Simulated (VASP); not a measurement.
EuS: single point with LDA

EuS:

```
CELL_PARAMETERS angstrom
0.00000 2.97850 2.97850
2.97850 0.00000 2.97850
2.97850 2.97850 0.00000
ATOMIC_POSITIONS crystal
Eu 0.50000 0.50000 0.50000
S 0.00000 0.00000 0.00000
```

| Item | Value |
| --- | --- |
| Program | VASP 6.6.1 |
| Task | single point |
| Functional | LDA |
| Potentials or basis | VASP PAW PBE potentials, release 64 (Eu, S) |
| Cutoff | 600 eV |
| k mesh | 6 × 6 × 6 |
| Occupations | gaussian, width 0.05 eV |
| Spin | collinear spin, ferromagnetic start |
| Starting moments | [7.0, 0.0] μB |

```
Pressure                                              : -7.6 GPa
Band gap on the k mesh                                : zero (filled and empty bands overlap)
Net moment                                            : 6.97 μB per cell
Site moments                                          : Eu +6.60; S -0.06 μB
Valence electrons inside the program's atomic spheres : Eu 14.68; S 3.69
```

Levels at points of the mesh, in eV from the Fermi level:
Spin up:
```tsv
k point	band 13	band 14	band 15	band 16	band 17	band 18
(0.00, 0.00, 0.00)	0.12	0.12	0.12	0.81	1.07	1.07
(0.50, 0.00, 0.00)	-0.24	-0.21	-0.19	3.02	3.24	3.63
(0.50, 0.50, 0.00)	-0.25	-0.21	-0.03	-0.03	3.09	3.19
```
Spin down:
```
           k point  band 5  band 6  band 7  band 8  band 9  band 10  band 11  band 12
(0.00, 0.00, 0.00)  -13.28   -2.48   -2.48   -2.48    1.23     1.71     1.71     1.71
(0.50, 0.00, 0.00)  -12.30   -5.10   -3.65   -3.65    2.69     3.77     3.77     3.90
(0.50, 0.50, 0.00)  -12.93   -3.65   -2.83   -2.83   -0.30     3.76     3.90     3.90
```

Wall time 62 s on 1 thread of Intel(R) Xeon(R) Platinum 8488C (Sapphire Rapids) (shared host), peak memory 0.21 GiB.

Caveat: the cell stands under tension; the PAW data sets were made with another functional, which shifts forces and pressure a little; spin-orbit coupling is left out, which moves the levels of the heavy elements; a cell with one magnetic atom can't hold antiferromagnetic order, which such compounds often take; semilocal functionals describe open f shells poorly, which spoils levels, moments and volumes. The state reached can hang on the start; a lower one may exist.
